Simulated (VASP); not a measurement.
Write the native input for VASP 6.6.1 that does the following.

```yaml
Task: relaxation of cell and atoms
Functional: PBE
Potentials_or_basis: VASP PAW PBE potentials, release 64 (Zn, Se)
Cutoff: 600 eV
k_mesh: 3 × 3 × 4
Occupations: gaussian, width 0.1 eV
Spin: no spin polarisation
Dipole_correction: no
Further_INCAR_settings: ALGO = Normal; EDIFF = 1e-06; IBRION = 2; EDIFFG = -0.04; NSW = 90; ISIF = 3
```

The structure of ZnSe5 lies in POSCAR:

```
ZnSe5
1.0
    6.1940423300      0.0000000000      0.0000000000
   -3.0970211700      5.3641980100      0.0000000000
    0.0000000000      0.0000000000      4.9348841000
Zn Se
1 5
Direct
    0.0000000000      0.0000000000      0.0000000000
    0.5000000000      0.0000000000      0.5000000000
    0.5000000000      0.5000000000      0.5000000000
    0.0000000000      0.5000000000      0.5000000000
    0.3333333300      0.6666666700      0.0000000000
    0.6666666700      0.3333333300      0.0000000000
```

These files were run (other wordings do the same):

INCAR

```
ALGO = Normal
EDIFF = 1E-6
EDIFFG = -0.04
ENCUT = 600
GGA = PE
IBRION = 2
ISIF = 3
ISMEAR = 0
LASPH = T
LCHARG = F
LREAL = F
LWAVE = F
NELM = 60
NSW = 90
PREC = Accurate
SIGMA = 0.1
```

KPOINTS

```
k-points
0
Gamma
  3 3 4
```

Potentials or basis: VASP PAW PBE potentials, release 64 (Zn, Se).

The run is started by

```console
$ cat potpaw_PBE.64/Zn/POTCAR potpaw_PBE.64/Se/POTCAR > POTCAR
$ mpirun -np 1 vasp_std > vasp.out
```

Results of the run:

- Relaxed volume: 26.99 Å³/atom
- Relaxed cell: a = 7.294 Å, b = 7.294 Å, c = 3.515 Å, α = 90.00°, β = 90.00°, γ = 120.00°
- Space group after relaxing (to 0.05 Å): P6/mmm (No. 191)
- Energy gained by relaxing: 231.2 meV/atom
- Ionic steps: 13
- Pressure after relaxing: 0.0 GPa
- Band gap on the k mesh: zero (band 21 reaches 2.97 eV, above the bottom of band 22 at 1.68 eV)

Caveat: the k points lie up to 0.45 Å⁻¹ apart in the final cell.

Run time: 5 min on 1 thread of AMD EPYC 9R45 96-Core Processor (Zen 5), with other jobs on the host, peak memory 0.3 GiB.
